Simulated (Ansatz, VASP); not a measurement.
# One calculation of ZrS2, two programs

```
Zr S
1.0
     3.67440    0.00000    0.00000
    -1.83720    3.18212    0.00000
     0.00000    0.00000    5.85686
Zr S
1 2
Direct
  0.00000 0.00000 0.00000
  0.33333 0.66667 0.24623
  0.66667 0.33333 0.75377
```

Alike in both runs: task single point; functional PBE-based screened hybrid; k mesh 6 × 6 × 2; no spin polarisation.

|  | VASP | Ansatz |
| --- | --- | --- |
| version | VASP 6.6.1 | Ansatz 0.2.0 |
| potentials or method | VASP PAW PBE potentials, release 64 (Zr_sv, S) | plane waves |
| plane-wave cutoff (eV) | 400 | 420 |
| occupations | gaussian, width 0.01 eV | fixed |
| valence electrons in the cell | 24 | 24 |

Ansatz gave:

* gap on the k mesh at the Fermi level (eV): 0.99
* pressure (GPa): 1.2
* traceless stress, the component that is largest in VASP (GPa): 0.55
* rms of the force components (eV/Å): 0.009

What did VASP give for the same quantities?

gap on the k mesh at the Fermi level (eV): 1.00; pressure (GPa): 1.1; traceless stress, the component that is largest in VASP (GPa): 0.58; rms of the force components (eV/Å): 0.005.

VASP's potentials were made for PBE, not for PBE-based screened hybrid. Atom by atom the forces differ by 0.004 eV/Å (rms over components). Ansatz's warnings: stress exchange threshold loose, stress scf threshold loose.

The k mesh is coarse, so the values compare programs but aren't converged.
